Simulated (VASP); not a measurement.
Nb3Sn, 4 atoms in the cell. It takes space group Pm-3m (No. 221, cubic). Conventional cell: a = 4.224 Å, b = 4.224 Å, c = 4.224 Å, α = 90.00°, β = 90.00°, γ = 90.00°. Within 3.9 Å of Nb (site symmetry 4/mmm) lie 8 Nb at 2.99 Å and 4 Sn at 2.99 Å. Sn (site symmetry m-3m) has 12 Nb at 2.99 Å within 3.9 Å. 

| Quantity | Value |
| --- | --- |
| Program | VASP 6.6.1 |
| Task | single point |
| Functional | PBE |
| Potentials or basis | VASP PAW PBE potentials, release 64 (Nb_sv, Sn_d) |
| Cutoff | 520 eV |
| k mesh | 12 × 12 × 12 |
| Occupations | gaussian, width 0.1 eV |
| Spin | no spin polarisation |
| Dipole correction | no |
| Further INCAR settings | ALGO = Fast; EDIFF = 1e-06; NBANDS = 34 |

Potentials or basis: VASP PAW PBE potentials, release 64 (Nb_sv, Sn_d).

The run is started by

```bash
$ cat potpaw_PBE.64/Nb_sv/POTCAR potpaw_PBE.64/Sn_d/POTCAR > POTCAR
$ mpirun -np 1 vasp_std > vasp.out
```

Hardware: 1 thread of Intel Xeon 8259CL, on a shared host.

Estimate the wall time of this run.

Wall time 26 min on 1 thread of Intel Xeon 8259CL, on a shared host, peak memory 0.28 GiB. Counts: scf iterations 69, k points 84.
